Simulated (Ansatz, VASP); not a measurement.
**SrCl2 in VASP and in Ansatz**

```xyz
3
Lattice="0.0000 3.4855 3.2067 3.4855 0.0000 3.2067 3.4855 3.4855 0.0000" Properties=species:S:1:pos:R:3 pbc="T T T"
Sr    0.0000    0.0000    0.0000
Cl    1.7428    1.7428    1.6033
Cl    5.2283    5.2283    4.8100
```

Change from the starting cell: strain +0.000 along x and y, -0.080 along z, atoms carried along.

Alike in both runs: task single point; functional r2SCAN; k mesh 6 × 6 × 6; occupations gaussian, width 0.05 eV; no spin polarisation.

|  | VASP | Ansatz |
| --- | --- | --- |
| version | VASP 6.6.1 | Ansatz 0.2.0 |
| potentials or method | VASP PAW PBE potentials, release 64 (Sr_sv, Cl), cutoff 520 eV | scalar-relativistic, plane waves, PAW |
| valence electrons in the cell | 24 | 24 |

```tsv
	VASP	Ansatz	Ansatz less VASP
gap on the k mesh at the Fermi level (eV)	5.40	5.40	-0.002
least direct gap on the mesh (eV)	5.44	5.44	-0.004
pressure (GPa)	4.5	4.5	-0.09
traceless stress, the component that is largest in VASP (GPa)	3.75	3.78	+0.028
```

VASP's potentials were made for PBE, not for r2SCAN. The functional is the same, so the differences come from potentials, cutoffs and numerics.
